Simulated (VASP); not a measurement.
A run of VASP 6.6.1 is set up as follows.

INCAR

```
SYSTEM = InSe
  AGGAC = 1.0
  AGGAX = 1.0
  ALDAC = 0.0
  ALDAX = 1.0
  ALGO = Normal
  EDIFF = 1E-6
  ENCUT = 520
  GGA = B5
  ISIF = 2
  ISMEAR = -1
  IVDW = 13
  LASPH = .True.
  LCHARG = .False.
  LREAL = .False.
  LWAVE = .False.
  NBANDS = 48
  NELM = 100
  PREC = Accurate
  SIGMA = 0.05
  VDW_A1 = 0.44488865
  VDW_A2 = 4.0933009
  VDW_S6 = 1.0
  VDW_S8 = 2.34076671
```

KPOINTS

```
k-points
0
Gamma
  8 8 2
  0 0 0
```

POSCAR

```
InSe
1.0
    4.0965264935      0.0000000000      0.0000000000
   -2.0482632468      3.5476960106      0.0000000000
    0.0000000000      0.0000000000     16.3551968901
In Se
4 4
Direct
    0.3333333333      0.6666666667      0.0857982743
    0.3333333333      0.6666666667      0.9142017257
    0.0000000000      0.0000000000      0.4142194510
    0.0000000000      0.0000000000      0.5857805490
    0.3333333333      0.6666666667      0.3367162240
    0.3333333333      0.6666666667      0.6632837760
    0.6666666667      0.3333333333      0.1635768225
    0.6666666667      0.3333333333      0.8364231775
```

Potentials or basis: VASP PAW PBE potentials, release 64 (In_d, Se).

Command:

```console
$ cat potpaw_PBE.64/In_d/POTCAR potpaw_PBE.64/Se/POTCAR > POTCAR
$ mpirun -np 1 vasp_std > vasp.out
```

**Question.** Predict the pressure.

**Answer.** 0.1 GPa.

**Question.** Predict the band gap on the k mesh.

**Answer.** 0.02 eV.

**Question.** Predict the dispersion energy per atom.

**Answer.** -0.601 eV.

Forces on the atoms (eV/Å):
```
In   0.000  0.000 -0.015
In   0.000  0.000  0.015
In   0.000  0.000  0.014
In   0.000  0.000 -0.014
Se   0.000  0.000 -0.016
Se   0.000  0.000  0.016
Se   0.000  0.000  0.017
Se   0.000  0.000 -0.017
```

Caveat: the smearing spreads over this small gap; semilocal functionals underestimate gaps, and a narrow one can read as zero; the PAW data sets were made with another functional, which shifts forces and pressure a little; spin-orbit coupling is left out, which moves the levels of the heavy elements.
